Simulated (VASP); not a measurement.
A run of VASP 6.6.1 is set up as follows.

File INCAR:

```
PREC = Accurate ; ENCUT = 520
EDIFF = 1E-6 ; ISMEAR = -1
SIGMA = 0.05 ; LREAL = F
LASPH = T ; NELM = 100
ALGO = Normal ; ISIF = 2
LWAVE = F ; LCHARG = F
GGA = PS ; IVDW = 13
NBANDS = 11
```

Contents of KPOINTS:

```
regular mesh
0
Gamma
  12 12 12
```

File POSCAR:

```
Pt
1.0
   -1.5524964685      1.5524964685      1.5524964685
    1.5524964685     -1.5524964685      1.5524964685
    1.5524964685      1.5524964685     -1.5524964685
Pt
1
Direct
    0.0000000000      0.0000000000      0.0000000000
```

Potentials or basis: VASP PAW PBE potentials, release 64 (Pt).

The run is started by

```sh
$ cat potpaw_PBE.64/Pt/POTCAR > POTCAR
$ mpirun -np 1 vasp_std > vasp.out
```

Q: What does it give for the band gap on the k mesh?

A: Zero (band 5 reaches 12.15 eV, above the bottom of band 6 at 9.77 eV).

Q: Estimate the pressure.

A: -0.4 GPa.

Caveat: the PAW data sets were made with another functional, which shifts forces and pressure a little; spin-orbit coupling is left out, which moves the levels of the heavy elements; pairwise dispersion overbinds metals, which lowers pressure and volume.
